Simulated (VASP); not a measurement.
# BP (F-43m) in VASP: further runs

Runs on BP. Level: PBEsol. Tasks: relaxation of cell and atoms.

All numbers are computed with VASP 6.6.1; they aren't measurements. Logs are shortened: lines on timing, memory, paths and dates and some standing lists are left out, and cuts for length are marked.

## 1. The cell of the first run

The structure is cubic, space group F-43m (No. 216). The conventional cell has a = 4.520 Å, b = 4.520 Å, c = 4.520 Å, α = 90.00°, β = 90.00°, γ = 90.00°. Within 2.6 Å of B (site symmetry -43m) lie 4 P at 1.96 Å. P (site symmetry -43m) has 4 B at 1.96 Å within 2.6 Å.

## 2. Relaxation of cell and atoms, PBEsol, target pressure 7 GPa, at which the enthalpy is minimised

File INCAR:

```
SYSTEM = BP
ALGO = Normal ; EDIFF = 1E-7
EDIFFG = -0.002 ; ENCUT = 600
GGA = PS ; IBRION = 2
ISIF = 3 ; ISMEAR = 0
LASPH = .True. ; LCHARG = .False.
LREAL = .False. ; LWAVE = .False.
NELM = 60 ; NSW = 100
PREC = Accurate ; PSTRESS = 70.0
SIGMA = 0.01
```

File KPOINTS:

```
k-points
0
Gamma
  8 8 8
  0 0 0
```

File POSCAR:

```
BP
1.0
    2.2600718588      2.2600718588      0.0000000000
   -2.2600718588      2.2600718588      0.0000000000
    0.0000000000      2.2600718588      2.2600718588
B P
1 1
Direct
    0.0000000000      0.0000000000      0.0000000000
    0.7500000000      0.2500000000      0.5000000000
```

Potentials or basis: VASP PAW PBE potentials, release 64 (B, P).

The run is started by

```
> cat potpaw_PBE.64/B/POTCAR potpaw_PBE.64/P/POTCAR > POTCAR
> mpirun -np 1 vasp_std > vasp.out
```

OUTCAR:

```text
SYSTEM = BP
   EDIFF = 1E-7
   EDIFFG = -0.002
   ENCUT = 600
   GGA = PS
   IBRION = 2
   ISIF = 3
   ISMEAR = 0
   LASPH = .True.
   LREAL = .False.
   NELM = 60
   NSW = 100
   PREC = Accurate
   PSTRESS = 70.0

 ion  position               nearest neighbor table
   1  0.000  0.000  0.000-   2 1.96   2 1.96   2 1.96   2 1.96
   2  0.750  0.250  0.500-   1 1.96   1 1.96   1 1.96   1 1.96

  LATTYP: Found a face centered cubic cell.
 ALAT       =     4.5201437176

  Lattice vectors:

 A1 = (   0.0000000000,   2.2600718588,   2.2600718588)
 A2 = (   2.2600718588,   0.0000000000,   2.2600718588)
 A3 = (   2.2600718588,   2.2600718588,   0.0000000000)

Analysis of symmetry for initial positions (statically):
=====================================================================
 Subroutine PRICEL returns:
 Original cell was already a primitive cell.

 Routine SETGRP: Setting up the symmetry group for a
 face centered cubic supercell.

 Subroutine GETGRP returns: Found 24 space group operations
 (whereof 24 operations were pure point group operations)
 out of a pool of 48 trial point group operations.

The static configuration has the point symmetry T_d .

Analysis of symmetry for dynamics (positions and initial velocities):
=====================================================================
 Subroutine PRICEL returns:
 Original cell was already a primitive cell.

 Routine SETGRP: Setting up the symmetry group for a
 face centered cubic supercell.

 Subroutine GETGRP returns: Found 24 space group operations
 (whereof 24 operations were pure point group operations)
 out of a pool of 48 trial point group operations.

The dynamic configuration has the point symmetry T_d .

 Subroutine INISYM returns: Found 24 space group operations
 (whereof 24 operations are pure point group operations),
 and found     1 'primitive' translations

----------------------------------------------------------------------------------------

                                     Primitive cell

  volume of cell :      23.0886

  direct lattice vectors                    reciprocal lattice vectors
     2.260071859  2.260071859  0.000000000     0.221231904  0.221231904 -0.221231904
    -2.260071859  2.260071859  0.000000000    -0.221231904  0.221231904 -0.221231904
     0.000000000  2.260071859  2.260071859     0.000000000  0.000000000  0.442463808

  length of vectors
[... 90 lines left out ...]
   POTIM  = 0.5000    time-step for ionic-motion
   TEBEG  =    0.0;   TEEND  =   0.0 temperature during run
   PSTRESS=   70.0 pullay stress
   NELECT =       8.0000    total number of electrons
   NUPDOWN=      -1.0000    fix difference up-down
   EMIN   =  10.00;   EMAX   =-10.00  energy-range for DOS
   EFERMI =   0.00;   METHOD = LEGACY
   ISMEAR =     0;   SIGMA  =   0.01  broadening in eV -4-tet -1-fermi 0-gaus
   EFERMI_NEDOS =   21; number of points for ismear=-14 and -15
   IALGO  =     38    algorithm
   IMIX   =      4    mixing-type and parameters
     AMIX     =   0.40;   BMIX     =  1.00
     AMIX_MAG =   1.60;   BMIX_MAG =  1.00
  volume/ion in A,a.u.               =      11.54        77.90
  Fermi-wavevector in a.u.,A,eV,Ry     =   1.149845  2.172892 17.988850  1.322143
  Thomas-Fermi vector in A             =   2.286512
   LORBIT       =      0    0 simple, 1 ext, 2 COOP (PROOUT), +10 PAW based schemes
   GGA     = PS    functional components
   LHFCALC =     F    Hartree Fock is set to
   AEXX    =    0.0000 exact exchange contribution
   IVDW    =     0    specifies the selected vdW correction
   LEPSILON=     F    determine dielectric tensor
   LRPA    =     F    only Hartree local field effects (RPA)
 conjugate gradient relaxation of ions
 non-spin polarized calculation
 Gauss-broadening in eV      SIGMA  =   0.01
  energy-cutoff  :      600.00
  volume of cell :       23.09
 maximum number of plane-waves:       784
 NGX is ok and might be reduce to    28
   NGX = 13   NGY = 13   NGZ = 13

--------------------------------------- Ionic step        1  -------------------------------------------

 number of electron       8.0000000 magnetization

 Free energy of the ion-electron system (eV)
  ---------------------------------------------------
  ext. energy  EPLUGINS =         0.00000000
  ---------------------------------------------------
  free energy    TOTEN  =       -13.67320635 eV

  energy without entropy =      -13.67320635  energy(sigma->0) =      -13.67320635

------------------------ aborting loop because EDIFF is reached ----------------------------------------

  FORCE on cell =-STRESS in cart. coord.  units (eV):
  Direction    XX          YY          ZZ          XY          YZ          ZX
  --------------------------------------------------------------------------------------
  -------------------------------------------------------------------------------------
  Total        0.0182517      0.0182517      0.0182517      0.0000000      0.0000000      0.0000000
  in kB        1.2665357      1.2665357      1.2665357      0.0000000      0.0000000      0.0000000
  external PRESSURE =     -68.7334643 kB  Pullay stress =      70.0000000 kB
[... 177 lines left out ...]
--------------------------------------- Ionic step        6  -------------------------------------------

 number of electron       8.0000000 magnetization

 Free energy of the ion-electron system (eV)
  ---------------------------------------------------
  ext. energy  EPLUGINS =         0.00000000
  ---------------------------------------------------
  free energy    TOTEN  =       -13.65475711 eV

  energy without entropy =      -13.65475711  energy(sigma->0) =      -13.65475711

 E-fermi :   8.1129     XC(G=0): -11.2551

 val. band max:        8.0014841793   @ k =   0.0000   0.0000   0.0000
 cond. band min:       9.1063549342   @ k =  -0.3750   0.3750   0.0000
 fundamental gap:      1.1048707548
 Fermi energy:         8.1129344620

 k-point     1 :       0.0000    0.0000    0.0000
  band No.  band energies     occupation
      1      -7.9455      2.00000
      2       8.0015      2.00000
      3       8.0015      2.00000
      4       8.0015      2.00000
      5      11.4360      0.00000
      6      11.4360      0.00000
      7      11.4360      0.00000
      8      16.1053      0.00000
[... 243 lines left out ...]
 k-point    24 :       0.5000    0.2500    0.1250
  band No.  band energies     occupation
      1      -3.7101      2.00000
      2      -0.8135      2.00000
      3       3.2901      2.00000
      4       4.7040      2.00000
      5      12.1014      0.00000
      6      13.3084      0.00000
      7      16.5963      0.00000
      8      18.0361      0.00000

 [... further k-points ...]
[... 5 lines left out ...]
  --------------------------------------------------------------------------------------
  -------------------------------------------------------------------------------------
  Total        0.9713360      0.9713360      0.9713360      0.0000000     -0.0000000      0.0000000
  in kB       69.9939871     69.9939871     69.9939871      0.0000000     -0.0000000      0.0000000
  external PRESSURE =      -0.0060129 kB  Pullay stress =      70.0000000 kB
[... 21 lines left out ...]
  energy  without entropy=      -13.6547571051  energy(sigma->0) =      -13.65475711

  enthalpy is  TOTEN    =       -12.6833376372 eV   P V=        0.9714194679

 reached required accuracy - stopping structural energy minimisation
```

It took 14 s on 1 thread of Intel Xeon 6975P-C (Granite Rapids), shared host; peak memory 0.15 GiB.

Results:

| Quantity | Value |
| --- | --- |
| Free energy | -13.6548 eV |
| Relaxed volume | 11.12 Å³/atom |
| Relaxed cell | a = 3.156 Å, b = 3.156 Å, c = 3.156 Å, α = 60.00°, β = 60.00°, γ = 90.00° |
| Space group after relaxing (to 0.05 Å) | F-43m (No. 216) |
| Energy change on relaxing (the enthalpy is what falls) | +9.2 meV/atom |
| Ionic steps | 6 |
| Pressure after relaxing | 7.0 GPa |
| Band gap on the k mesh | 1.10 eV, indirect (least direct gap 3.43 eV) |

The path:
```tsv
step	energy change (eV)	largest force (eV/Å)	pressure (GPa)	volume (Å³)
1	0.0000	0.0000	0.13	23.09
2	0.0684	0.0000	14.24	21.47
3	0.0183	0.0000	6.97	22.24
4	0.0190	0.0000	7.11	22.22
5	0.0180	0.0000	6.92	22.24
6	0.0184	0.0000	7.00	22.23
```

Final structure:
```yaml
crystal:
  lattice:
    - [2.23184, 2.23184, 0.00000]
    - [-2.23184, 2.23184, 0.00000]
    - [0.00000, 2.23184, 2.23184]
  atoms:
    - { symbol: B, position: [0.00000, 0.00000, 0.00000] }
    - { symbol: P, position: [0.75000, 0.25000, 0.50000] }
```

Caveat: the cell is relaxed towards a set pressure, so the enthalpy falls and the energy may rise; the PAW data sets were made with another functional, which shifts forces and pressure a little. A k mesh can miss the band edges.

## 3. Relaxation of cell and atoms, PBEsol, target pressure 10 GPa, at which the enthalpy is minimised

File INCAR:

```
SYSTEM = BP
PREC = Accurate
ENCUT = 600
EDIFF = 1E-7
ISMEAR = 0
SIGMA = 0.01
LREAL = .FALSE.
LASPH = .TRUE.
NELM = 60
ALGO = Normal
ISIF = 3
LWAVE = .FALSE.
LCHARG = .FALSE.
GGA = PS
IBRION = 2
NSW = 100
EDIFFG = -0.002
PSTRESS = 100.0
```

File KPOINTS:

```
Automatic mesh
0
G
  8 8 8
  0 0 0
```

POSCAR is that of step 2.

Potentials or basis: VASP PAW PBE potentials, release 64 (B, P).

The run is started by

```
> cat potpaw_PBE.64/B/POTCAR potpaw_PBE.64/P/POTCAR > POTCAR
> mpirun -np 1 vasp_std > vasp.out
```

Wall time 14 s (1 thread of Intel Xeon 6975P-C (Granite Rapids), shared host); peak memory 0.15 GiB.

The run converged. Its results:

| Property | Result |
| --- | --- |
| Free energy | -13.6373 eV |
| Relaxed volume | 10.95 Å³/atom |
| Relaxed cell | a = 3.141 Å, b = 3.141 Å, c = 3.141 Å, α = 60.00°, β = 60.00°, γ = 90.00° |
| Space group after relaxing (to 0.05 Å) | F-43m (No. 216) |
| Energy change on relaxing (the enthalpy is what falls) | +18.0 meV/atom |
| Ionic steps | 6 |
| Pressure after relaxing | 10.0 GPa |
| Band gap on the k mesh | 1.09 eV, indirect (least direct gap 3.46 eV) |

The path:
| step | energy change (eV) | largest force (eV/Å) | pressure (GPa) | volume (Å³) |
| --- | --- | --- | --- | --- |
| 1 | 0.0000 | 0.0000 | 0.13 | 23.09 |
| 2 | 0.1445 | 0.0000 | 21.76 | 20.79 |
| 3 | 0.0353 | 0.0000 | 9.91 | 21.91 |
| 4 | 0.0368 | 0.0000 | 10.12 | 21.89 |
| 5 | 0.0353 | 0.0000 | 9.90 | 21.91 |
| 6 | 0.0359 | 0.0000 | 10.00 | 21.90 |

Final structure:
```cif
data_structure
_symmetry_space_group_name_H-M 'P 1'
_symmetry_Int_Tables_number 1
_cell_length_a 3.1406
_cell_length_b 3.1406
_cell_length_c 3.1406
_cell_angle_alpha 60.000
_cell_angle_beta 60.000
_cell_angle_gamma 90.000
_cell_volume 21.90
loop_
_atom_site_label
_atom_site_type_symbol
_atom_site_fract_x
_atom_site_fract_y
_atom_site_fract_z
_atom_site_occupancy
B1 B 0.00000 0.00000 0.00000 1
P1 P 0.75000 0.25000 0.50000 1
```

Levels at points of the mesh, in eV from the valence-band top:
```
           k point  band 1  band 2  band 3  band 4  band 5  band 6  band 7  band 8
(0.00, 0.00, 0.00)  -16.09    0.00    0.00    0.00    3.46    3.46    3.46    8.34
(0.50, 0.00, 0.00)  -12.48   -9.57   -1.84   -1.84    4.13    4.69    4.69   10.15
(0.50, 0.50, 0.00)  -10.86   -8.94   -4.38   -4.38    1.10    1.46   12.71   12.71
```

Caveat: the cell is relaxed towards a set pressure, so the enthalpy falls and the energy may rise; the PAW data sets were made with another functional, which shifts forces and pressure a little. As with any semilocal functional, this PBEsol gap is likely too small.

## 4. Relaxation of cell and atoms, PBEsol, target pressure 15 GPa, at which the enthalpy is minimised

File INCAR:

```
PREC = Accurate ; ENCUT = 600
EDIFF = 1E-6 ; ISMEAR = 0
SIGMA = 0.01 ; LREAL = F
LASPH = T ; NELM = 100
ALGO = Normal ; ISIF = 3
LWAVE = F ; LCHARG = F
GGA = PS ; IBRION = 2
NSW = 100 ; EDIFFG = -0.002
PSTRESS = 150.0
```

File KPOINTS:

```
Automatic mesh
0
Gamma
  8 8 8
```

POSCAR is that of step 3.

Potentials or basis: VASP PAW PBE potentials, release 64 (B, P).

The run is started by

```
> cat potpaw_PBE.64/B/POTCAR potpaw_PBE.64/P/POTCAR > POTCAR
> mpirun -np 1 vasp_std > vasp.out
```

OUTCAR:

```text
PREC = Accurate
   ENCUT = 600
   EDIFF = 1E-6
   ISMEAR = 0
   LREAL = F
   LASPH = T
   NELM = 100
   ISIF = 3
   GGA = PS
   IBRION = 2
   NSW = 100
   EDIFFG = -0.002
   PSTRESS = 150.0

 ion  position               nearest neighbor table
   1  0.000  0.000  0.000-   2 1.96   2 1.96   2 1.96   2 1.96
   2  0.750  0.250  0.500-   1 1.96   1 1.96   1 1.96   1 1.96

  LATTYP: Found a face centered cubic cell.
 ALAT       =     4.5201437176

  Lattice vectors:

 A1 = (   0.0000000000,   2.2600718588,   2.2600718588)
 A2 = (   2.2600718588,   0.0000000000,   2.2600718588)
 A3 = (   2.2600718588,   2.2600718588,   0.0000000000)

Analysis of symmetry for initial positions (statically):
=====================================================================
[... 368 lines left out ...]
  ext. energy  EPLUGINS =         0.00000000
  ---------------------------------------------------
  free energy    TOTEN  =       -13.59806516 eV

  energy without entropy =      -13.59806516  energy(sigma->0) =      -13.59806516

 E-fermi :   8.5310     XC(G=0): -11.4186

 val. band max:        8.4747967194   @ k =   0.0000   0.0000   0.0000
 cond. band min:       9.5230746491   @ k =   0.5000   0.5000   0.0000
 fundamental gap:      1.0482779297
 Fermi energy:         8.5310048140

 k-point     1 :       0.0000    0.0000    0.0000
  band No.  band energies     occupation
      1      -7.8274      2.00000
      2       8.4748      2.00000
      3       8.4748      2.00000
      4       8.4748      2.00000
      5      11.9778      0.00000
      6      11.9778      0.00000
      7      11.9778      0.00000
      8      17.1798      0.00000
[... 243 lines left out ...]
 k-point    24 :       0.5000    0.2500    0.1250
  band No.  band energies     occupation
      1      -3.4125      2.00000
      2      -0.5935      2.00000
      3       3.6483      2.00000
      4       5.0617      2.00000
      5      12.5724      0.00000
      6      13.9182      0.00000
      7      17.3194      0.00000
      8      18.7562      0.00000

 [... further k-points ...]
[... 5 lines left out ...]
  --------------------------------------------------------------------------------------
  -------------------------------------------------------------------------------------
  Total        2.0015300      2.0015300      2.0015300     -0.0000000     -0.0000000      0.0000000
  in kB      149.8553778    149.8553778    149.8553778     -0.0000000     -0.0000000      0.0000000
  external PRESSURE =      -0.1446222 kB  Pullay stress =     150.0000000 kB
[... 21 lines left out ...]
  energy  without entropy=      -13.5980651556  energy(sigma->0) =      -13.59806516

  enthalpy is  TOTEN    =       -11.5946034889 eV   P V=        2.0034616666

 reached required accuracy - stopping structural energy minimisation
```

CONTCAR:

```text
BP
   1.00000000000000
     2.2035527682467437    2.2035527682467437    0.0000000000000000
    -2.2035527682467437    2.2035527682467437   -0.0000000000000000
     0.0000000000000000    2.2035527682467437    2.2035527682467437
  B               P
     1     1
Direct
     0.0000000000000000    0.0000000000000000    0.0000000000000000
     0.7500000000000000    0.2500000000000000    0.5000000000000000

  0.00000000E+00  0.00000000E+00  0.00000000E+00
  0.00000000E+00  0.00000000E+00  0.00000000E+00
```

Wall time 11 s (1 thread of Intel Xeon 6975P-C (Granite Rapids), shared host); peak memory 0.15 GiB.

Results:

```yaml
Free_energy: -13.5981 eV
Relaxed_volume: 10.70 Å³/atom
Relaxed_cell: a = 3.116 Å, b = 3.116 Å, c = 3.116 Å, α = 60.00°, β = 60.00°, γ = 90.00°
Space_group_after_relaxing_to_0.05_Å: F-43m (No. 216)
Energy_change_on_relaxing_the_enthalpy_is_what_falls: +37.6 meV/atom
Ionic_steps: 6
Pressure_after_relaxing: 15.0 GPa
Band_gap_on_the_k_mesh: 1.05 eV, indirect (least direct gap 3.50 eV)
```

The path:
```csv
step,energy change (eV),largest force (eV/Å),pressure (GPa),volume (Å³)
1,0.0000,0.0000,0.13,23.09
2,0.3429,0.0000,36.47,19.69
3,0.0727,0.0000,14.73,21.43
4,0.0757,0.0000,15.06,21.39
5,0.0747,0.0000,14.96,21.40
6,0.0751,0.0000,14.99,21.40
```

Final structure:
```cif
data_structure
_symmetry_space_group_name_H-M 'P 1'
_symmetry_Int_Tables_number 1
_cell_length_a 3.1163
_cell_length_b 3.1163
_cell_length_c 3.1163
_cell_angle_alpha 60.000
_cell_angle_beta 60.000
_cell_angle_gamma 90.000
_cell_volume 21.40
loop_
_atom_site_label
_atom_site_type_symbol
_atom_site_fract_x
_atom_site_fract_y
_atom_site_fract_z
_atom_site_occupancy
B1 B 0.00000 0.00000 0.00000 1
P1 P 0.75000 0.25000 0.50000 1
```

Levels at points of the mesh, in eV from the valence-band top:
| k point | band 1 | band 2 | band 3 | band 4 | band 5 | band 6 | band 7 | band 8 |
| --- | --- | --- | --- | --- | --- | --- | --- | --- |
| (0.00, 0.00, 0.00) | -16.30 | 0.00 | 0.00 | 0.00 | 3.50 | 3.50 | 3.50 | 8.71 |
| (0.50, 0.00, 0.00) | -12.60 | -9.75 | -1.87 | -1.87 | 4.27 | 4.71 | 4.71 | 10.22 |
| (0.50, 0.50, 0.00) | -10.95 | -9.06 | -4.47 | -4.47 | 1.05 | 1.44 | 12.93 | 12.93 |

Caveat: the cell is relaxed towards a set pressure, so the enthalpy falls and the energy may rise; the PAW data sets were made with another functional, which shifts forces and pressure a little.

## 5. The runs side by side

```tsv
cell	gap on the mesh (eV)	pressure (GPa)
relaxed to 7 GPa	1.10	7.0
relaxed to 10 GPa	1.09	10.0
relaxed to 15 GPa	1.05	15.0
```

Alike in all rows: task relaxation of cell and atoms; level PBEsol; potentials or basis VASP PAW PBE potentials, release 64 (B, P); no spin polarisation; k mesh 8 × 8 × 8; cutoff (eV) 600; smearing gaussian 0.01 eV.

Caveats: the cell is relaxed towards a set pressure, so the enthalpy falls and the energy may rise; the PAW data sets were made with another functional, which shifts forces and pressure a little.

Total energies depend on the potentials used, so only differences within one code and one set of settings carry meaning.
